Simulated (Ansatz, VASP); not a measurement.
# Ba: VASP beside Ansatz

Contents of INCAR:

```
SYSTEM = Ba
ALGO     = Normal         ! electronic algorithm
EDIFF    = 1E-6           ! SCF threshold, eV
ENCUT    = 520            ! plane-wave cutoff, eV
GGA      = PE             ! functional
ISIF     = 2              ! what is computed and relaxed
ISMEAR   = -1             ! smearing method
LASPH    = .TRUE.         ! aspherical terms in the spheres
LCHARG   = .FALSE.        ! write CHGCAR
LREAL    = .FALSE.        ! projectors in reciprocal space
LWAVE    = .FALSE.        ! write WAVECAR
NBANDS   = 11             ! bands
NELM     = 80             ! most SCF steps
PREC     = Accurate       ! precision mode
SIGMA    = 0.05           ! smearing width, eV
```

Contents of KPOINTS:

```
k-points
0
G
  11 11 11
  0 0 0
```

File POSCAR:

```
Ba
1.0
    0.0000000000      2.9158117632      2.9158117632
    2.9158117632      0.0000000000      2.9158117632
    2.9158117632      2.9158117632      0.0000000000
Ba
1
Direct
    0.0000000000      0.0000000000      0.0000000000
```

Input for Ansatz:

```yaml
crystal:
  lattice:
    - [0.0, 2.9158117632, 2.9158117632]
    - [2.9158117632, 0.0, 2.9158117632]
    - [2.9158117632, 2.9158117632, 0.0]
  atoms:
    - { symbol: Ba, position: [0.0, 0.0, 0.0] }
kpoints:
  mp_grid: { grid: [11, 11, 11] }
scf:
  occupations: { method: fermi_dirac, width: 0.05 }
hamiltonian:
  xc: pbe
  pseudopotentials: { kind: paw }
output:
  forces: true
  stress: true
  eigenvalues: true
```

Change from the starting cell: volume scaled by 0.78, to set the pressure.

Alike in both runs: task single point; functional PBE; k mesh 11 × 11 × 11; occupations fermi-dirac, width 0.05 eV; no spin polarisation.

|  | VASP | Ansatz |
| --- | --- | --- |
| version | VASP 6.6.1 | Ansatz 0.2.0 |
| potentials or method | VASP PAW PBE potentials, release 64 (Ba_sv) | PAW with Ansatz's default frozen-core files, scalar-relativistic |
| plane-wave cutoff (eV) | 520 | 420 |
| valence electrons in the cell | 10 | 10 |

Ansatz gave:

* pressure (GPa): 2.8

**Question.** Estimate VASP's values.

**Answer.** Pressure (GPa): 3.0.

Neither program's run includes spin-orbit coupling.
